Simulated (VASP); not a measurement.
Set up this calculation in VASP 6.6.1, as the native input.

```
Task                   : single point
Functional             : PBE
Potentials or basis    : VASP PAW PBE potentials, release 64 (Ca_sv)
Cutoff                 : 520 eV
k mesh                 : 12 × 12 × 12
Occupations            : gaussian, width 0.05 eV
Spin                   : no spin polarisation
Dipole correction      : no
Further INCAR settings : ALGO = Normal; EDIFF = 1e-06; NBANDS = 11
```

The structure of Ca lies in POSCAR:

```
Ca
1.0
   -2.2052049036      2.2052049036      2.1961148100
    2.2052049036     -2.2052049036      2.1961148100
    2.2052049036      2.2052049036     -2.1961148100
Ca
1
Direct
    0.5000000000      0.5000000000      0.0000000000
```

This isn't the form of Ca at room conditions, which is fcc.

The input as run:

INCAR

```
SYSTEM = Ca
  PREC = Accurate
  ENCUT = 520
  EDIFF = 1E-6
  ISMEAR = 0
  SIGMA = 0.05
  LREAL = .FALSE.
  LASPH = .TRUE.
  NELM = 100
  ALGO = Normal
  ISIF = 2
  LWAVE = .FALSE.
  LCHARG = .TRUE.
  GGA = PE
  LELF = .TRUE.
  LVHAR = .TRUE.
  NBANDS = 11
```

KPOINTS

```
regular mesh
0
G
  12 12 12
  0 0 0
```

Potentials or basis: VASP PAW PBE potentials, release 64 (Ca_sv).

Command:

```sh
$ cat potpaw_PBE.64/Ca_sv/POTCAR > POTCAR
$ mpirun -np 1 vasp_std > vasp.out
```

It gave:

```json
{
  "Pressure": "-0.2 GPa",
  "Band gap on the k mesh": "zero (bands 5 and 6 overlap by 0.39 eV)"
}
```

Run time: 36 s on 1 thread of Intel(R) Xeon(R) Platinum 8375C CPU @ 2.90GHz (Ice Lake), on a shared host, peak memory 0.21 GiB.
